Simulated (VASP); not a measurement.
A run of VASP 6.6.1:

INCAR

```
SYSTEM = Ir
PREC = Accurate ; ENCUT = 560
EDIFF = 1E-6 ; ISMEAR = -1
SIGMA = 0.05 ; LREAL = .False.
LASPH = .True. ; NELM = 120
ALGO = Normal ; ISIF = 2
LWAVE = .False. ; LCHARG = .False.
GGA = PS ; NBANDS = 24
GGA_COMPAT = .False.
```

File KPOINTS:

```
regular mesh
0
Gamma
  11 11 6
  0 0 0
```

File POSCAR:

```
Ir
1.0
    2.7148686916      0.0000000000      0.0000000000
   -1.3574343458      2.3511452549      0.0000000000
    0.0000000000      0.0000000000      4.4010985782
Ir
2
Direct
    0.3333333333      0.6666666667      0.2500000000
    0.6666666667      0.3333333333      0.7500000000
```

Potentials or basis: VASP PAW PBE potentials, release 64 (Ir_sv_GW).

The run is started by

```bash
$ cat potpaw_PBE.64/Ir_sv_GW/POTCAR > POTCAR
$ mpirun -np 1 vasp_std > vasp.out
```

Hardware: 1 thread of Intel(R) Xeon(R) Platinum 8488C (Sapphire Rapids), with other jobs on the host.

Estimate the wall time of this run.

Wall time 36 s on 1 thread of Intel(R) Xeon(R) Platinum 8488C (Sapphire Rapids) (shared host), peak memory 0.18 GiB. Counts: scf iterations 12, k points 64.
